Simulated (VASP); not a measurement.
# Y (Fd-3m) in VASP: further runs, part 2 of 2

VASP 6.6.1. Earlier steps stand in the parts before.

## (3) Relaxation of cell and atoms, PBE, target pressure 20 GPa, at which the enthalpy is minimised

File INCAR:

```
SYSTEM = Y
PREC = Accurate
ENCUT = 600
EDIFF = 1E-6
ISMEAR = -1
SIGMA = 0.05
LREAL = .False.
LASPH = .True.
NELM = 80
ALGO = Normal
ISIF = 3
LWAVE = .False.
LCHARG = .False.
GGA = PE
IBRION = 2
NSW = 80
EDIFFG = -0.01
PSTRESS = 200.0
```

File KPOINTS:

```
Automatic mesh
0
Gamma
  4 4 4
  0 0 0
```

File POSCAR:

```
Y
1.0
    0.0000000000      3.5000000000      3.5000000000
    3.5000000000      0.0000000000      3.5000000000
    3.5000000000      3.5000000000      0.0000000000
Y
2
Direct
    0.0000000000      0.0000000000      0.0000000000
    0.2500000000      0.2500000000      0.2500000000
```

Potentials or basis: VASP PAW PBE potentials, release 64 (Y_sv).

Run with:

```console
$ cat potpaw_PBE.64/Y_sv/POTCAR > POTCAR
$ mpirun -np 1 vasp_std > vasp.out
```

OUTCAR:

```text
SYSTEM = Y
   PREC = Accurate
   ENCUT = 600
   EDIFF = 1E-6
   ISMEAR = -1
   LREAL = .False.
   LASPH = .True.
   NELM = 80
   ISIF = 3
   GGA = PE
   IBRION = 2
   NSW = 80
   EDIFFG = -0.01
   PSTRESS = 200.0

 ion  position               nearest neighbor table
   1  0.000  0.000  0.000-   2 3.03   2 3.03   2 3.03   2 3.03
   2  0.250  0.250  0.250-   1 3.03   1 3.03   1 3.03   1 3.03

  LATTYP: Found a face centered cubic cell.
 ALAT       =     7.0000000000

  Lattice vectors:

 A1 = (   0.0000000000,   3.5000000000,   3.5000000000)
 A2 = (   3.5000000000,   0.0000000000,   3.5000000000)
 A3 = (   3.5000000000,   3.5000000000,   0.0000000000)

Analysis of symmetry for initial positions (statically):
=====================================================================
 Subroutine PRICEL returns:
 Original cell was already a primitive cell.

 Routine SETGRP: Setting up the symmetry group for a
 face centered cubic supercell.

 Subroutine GETGRP returns: Found 48 space group operations
 (whereof 24 operations were pure point group operations)
 out of a pool of 48 trial point group operations.

The static configuration has the point symmetry T_d .
 The point group associated with its full space group is O_h .

Analysis of symmetry for dynamics (positions and initial velocities):
=====================================================================
 Subroutine PRICEL returns:
 Original cell was already a primitive cell.

 Routine SETGRP: Setting up the symmetry group for a
 face centered cubic supercell.

 Subroutine GETGRP returns: Found 48 space group operations
 (whereof 24 operations were pure point group operations)
 out of a pool of 48 trial point group operations.

The dynamic configuration has the point symmetry T_d .
 The point group associated with its full space group is O_h .

 Subroutine INISYM returns: Found 48 space group operations
 (whereof 24 operations are pure point group operations),
 and found     1 'primitive' translations

----------------------------------------------------------------------------------------

                                     Primitive cell

  volume of cell :      85.7500

  direct lattice vectors                    reciprocal lattice vectors
[... 83 lines left out ...]
   EMIN   =  10.00;   EMAX   =-10.00  energy-range for DOS
   EFERMI =   0.00;   METHOD = LEGACY
   ISMEAR =    -1;   SIGMA  =   0.05  broadening in eV -4-tet -1-fermi 0-gaus
   EFERMI_NEDOS =   21; number of points for ismear=-14 and -15
   IALGO  =     38    algorithm
   IMIX   =      4    mixing-type and parameters
     AMIX     =   0.40;   BMIX     =  1.00
     AMIX_MAG =   1.60;   BMIX_MAG =  1.00
  volume/ion in A,a.u.               =      42.88       289.33
  Fermi-wavevector in a.u.,A,eV,Ry     =   1.040250  1.965787 14.723134  1.082120
  Thomas-Fermi vector in A             =   2.174817
   LORBIT       =      0    0 simple, 1 ext, 2 COOP (PROOUT), +10 PAW based schemes
   GGA     = PE    functional components
   LHFCALC =     F    Hartree Fock is set to
   AEXX    =    0.0000 exact exchange contribution
   IVDW    =     0    specifies the selected vdW correction
   LEPSILON=     F    determine dielectric tensor
   LRPA    =     F    only Hartree local field effects (RPA)
 conjugate gradient relaxation of ions
 non-spin polarized calculation
  energy-cutoff  :      600.00
  volume of cell :       85.75
 maximum number of plane-waves:      2884
   NGX = 19   NGY = 19   NGZ = 19

--------------------------------------- Ionic step        1  -------------------------------------------

 number of electron      22.0000002 magnetization

 Free energy of the ion-electron system (eV)
  ---------------------------------------------------
  ext. energy  EPLUGINS =         0.00000000
  ---------------------------------------------------
  free energy    TOTEN  =        -8.91372935 eV

  energy without entropy =       -8.86926445  energy(sigma->0) =       -8.89149690

 E-fermi :   1.3022     XC(G=0):  -8.2452

 val. band max:        1.2746444613   @ k =  -0.2500   0.5000   0.2500
 cond. band min:       1.3158312348   @ k =   0.5000   0.5000   0.0000
 fundamental gap:      0.0411867735
 Fermi energy:         1.3022475401

 k-point     1 :       0.0000    0.0000    0.0000
  band No.  band energies     occupation
      1     -41.8740      2.00000
      2     -41.5801      2.00000
      3     -22.0758      2.00000
      4     -22.0758      2.00000
      5     -22.0758      2.00000
      6     -21.4518      2.00000
      7     -21.4518      2.00000
      8     -21.4518      2.00000
      9      -2.2320      2.00000
     10       1.3737      0.38620
     11       1.3737      0.38620
     12       1.8909      0.00002
     13       1.8909      0.00002
     14       1.8909      0.00002
[... 390 lines left out ...]
--------------------------------------- Ionic step        8  -------------------------------------------

 number of electron      22.0000000 magnetization

 Free energy of the ion-electron system (eV)
  ---------------------------------------------------
  ext. energy  EPLUGINS =         0.00000000
  ---------------------------------------------------
  free energy    TOTEN  =        -7.55801335 eV

  energy without entropy =       -7.53836746  energy(sigma->0) =       -7.54819040

 E-fermi :   5.1129     XC(G=0): -10.6662

 val. band max:        4.5802762343   @ k =   0.2500   0.2500   0.0000
 cond. band min:       5.1600475976   @ k =   0.5000   0.0000   0.0000
 fundamental gap:      0.5797713633
 Fermi energy:         5.1129115639

 k-point     1 :       0.0000    0.0000    0.0000
  band No.  band energies     occupation
      1     -38.8267      2.00000
      2     -36.7655      2.00000
      3     -19.2816      2.00000
      4     -19.2816      2.00000
      5     -19.2816      2.00000
      6     -16.9170      2.00000
      7     -16.9170      2.00000
      8     -16.9170      2.00000
      9       0.5944      2.00000
     10       3.6426      2.00000
     11       3.6426      2.00000
     12       5.7905      0.00000
     13       5.7905      0.00000
     14       5.7905      0.00000
[... 158 lines left out ...]
  energy  without entropy=       -7.5383674573  energy(sigma->0) =       -7.54819040

  enthalpy is  TOTEN    =        -1.7749621001 eV   P V=        5.7830512452

 reached required accuracy - stopping structural energy minimisation
```

OSZICAR:

```text
N       E                     dE             d eps       ncg     rms          rms(c)
DAV:   1     0.102344188805E+03    0.10234E+03   -0.11961E+04   240   0.149E+03
DAV:   2    -0.209403784602E+01   -0.10444E+03   -0.10377E+03   303   0.302E+02
DAV:   3    -0.907549936459E+01   -0.69815E+01   -0.69498E+01   480   0.455E+01
[... 90 lines left out ...]
DAV:   3    -0.755704620963E+01    0.34486E-02   -0.15380E-02   335   0.756E-01    0.229E-01
DAV:   4    -0.755752160634E+01   -0.47540E-03   -0.91558E-04   275   0.206E-01    0.123E-01
DAV:   5    -0.755802602897E+01   -0.50442E-03   -0.97371E-04   383   0.133E-01    0.582E-02
DAV:   6    -0.755801407115E+01    0.11958E-04   -0.56735E-05   320   0.619E-02    0.380E-03
DAV:   7    -0.755801334530E+01    0.72585E-06   -0.21514E-06   273   0.974E-03
   8 F= -.17749621E+01 E0= -.17651392E+01  d E =-.150588E-02
```

CONTCAR:

```text
Y
   1.00000000000000
     0.0000000000000000    2.8505973512722922    2.8505973512722922
     2.8505973512722922    0.0000000000000000    2.8505973512722922
     2.8505973512722922    2.8505973512722922   -0.0000000000000000
  Y
     2
Direct
     1.0000000000000000    0.0000000000000000    1.0000000000000000
     0.2500000000000000    0.2500000000000000    0.2500000000000000

  0.00000000E+00  0.00000000E+00  0.00000000E+00
  0.00000000E+00  0.00000000E+00  0.00000000E+00
```

Run time: 1.9 min. Hardware: 1 thread of Intel Xeon Platinum 8488C (Sapphire Rapids), shared host; peak memory 0.28 GiB.

Results:

| Property | Result |
| --- | --- |
| Free energy | -7.5580 eV |
| Relaxed volume | 23.16 Å³/atom |
| Relaxed cell | a = 4.031 Å, b = 4.031 Å, c = 4.031 Å, α = 60.00°, β = 60.00°, γ = 60.00° |
| Space group after relaxing (to 0.1 Å) | Fd-3m (No. 227) |
| Energy change on relaxing (the run minimises the enthalpy) | +677.9 meV/atom |
| Ionic steps | 8 |
| Pressure after relaxing | 20.0 GPa |
| Band gap on the k mesh | zero (bands 11 and 12 overlap by 1.47 eV) |

Step by step:
| step | energy change (eV) | largest force (eV/Å) | pressure (GPa) | volume (Å³) |
| --- | --- | --- | --- | --- |
| 1 | 0.0000 | 0.0000 | 0.13 | 85.75 |
| 2 | 4.2678 | 0.0000 | 77.62 | 35.24 |
| 3 | 1.0745 | 0.0000 | 15.30 | 48.88 |
| 4 | 1.2336 | 0.0000 | 18.13 | 47.35 |
| 5 | 1.3397 | 0.0000 | 19.73 | 46.46 |
| 6 | 1.4196 | 0.0000 | 20.97 | 45.83 |
| 7 | 1.3092 | 0.0000 | 19.29 | 46.71 |
| 8 | 1.3557 | 0.0000 | 19.97 | 46.33 |

Final structure:
```
CELL_PARAMETERS angstrom
0.00000 2.85060 2.85060
2.85060 0.00000 2.85060
2.85060 2.85060 0.00000
ATOMIC_POSITIONS crystal
Y 0.00000 0.00000 0.00000
Y 0.25000 0.25000 0.25000
```

Caveat: the k points lie up to 0.48 Å⁻¹ apart in the final cell, too coarse for converged energies and pressures of a metal; the cell is relaxed towards a set pressure, so the run minimises the enthalpy, not the energy; the volume moved by over 15 % at a fixed basis, so the end points are rough.

The gap in the log of VASP goes by the Fermi energy; the results here count the filled bands.